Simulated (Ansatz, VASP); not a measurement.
## Cu: VASP beside Ansatz

The input INCAR:

```
SYSTEM = Cu
PREC = Accurate
ENCUT = 520
EDIFF = 1E-7
ISMEAR = 0
SIGMA = 0.15
LREAL = .False.
LASPH = .True.
NELM = 100
ALGO = Normal
ISIF = 2
LWAVE = .False.
LCHARG = .False.
GGA = PE
NBANDS = 12
```

The input KPOINTS:

```
regular mesh
0
Gamma
  24 24 24
  0 0 0
```

POSCAR

```
Cu
1.0
   -1.4000407524      1.4000407524      1.3671397948
    1.4000407524     -1.4000407524      1.3671397948
    1.4000407524      1.4000407524     -1.3671397948
Cu
1
Direct
    0.0000000000      0.0000000000      0.0000000000
```

Input for Ansatz:

```yaml
crystal:
  lattice:
    - [-1.4000407524, 1.4000407524, 1.3671397948]
    - [1.4000407524, -1.4000407524, 1.3671397948]
    - [1.4000407524, 1.4000407524, -1.3671397948]
  atoms:
    - { symbol: Cu, position: [0.0, 0.0, 0.0] }
basis:
  ecutwfc: 520.0
kpoints:
  mp_grid: { grid: [24, 24, 24] }
hamiltonian:
  xc: pbe
  pseudopotentials: { kind: paw, azcp: { folder: soft_1 } }
scf:
  occupations: { method: gaussian, width: 0.15 }
output:
  forces: true
  stress: true
  eigenvalues: true
```

Alike in both runs: task single point; functional PBE; k mesh 24 × 24 × 24; occupations gaussian, width 0.15 eV; no spin polarisation.

```csv
,VASP,Ansatz
version,VASP 6.6.1,Ansatz 0.2.0
potentials or method,"VASP PAW PBE potentials, release 64 (Cu), cutoff 520 eV","scalar-relativistic, plane waves, PAW"
valence electrons in the cell,11,19
```

|  | VASP | Ansatz | Ansatz less VASP |
| --- | --- | --- | --- |
| gap on the k mesh at the Fermi level (eV) | none | none | - |
| pressure (GPa) | 21.4 | 20.7 | -0.67 |

A gap of «none» marks a metal or a gap that the smearing closes. VASP's potentials hold 11 valence electrons a cell and Ansatz's 19, so a difference there can come from the potentials and not from the codes.
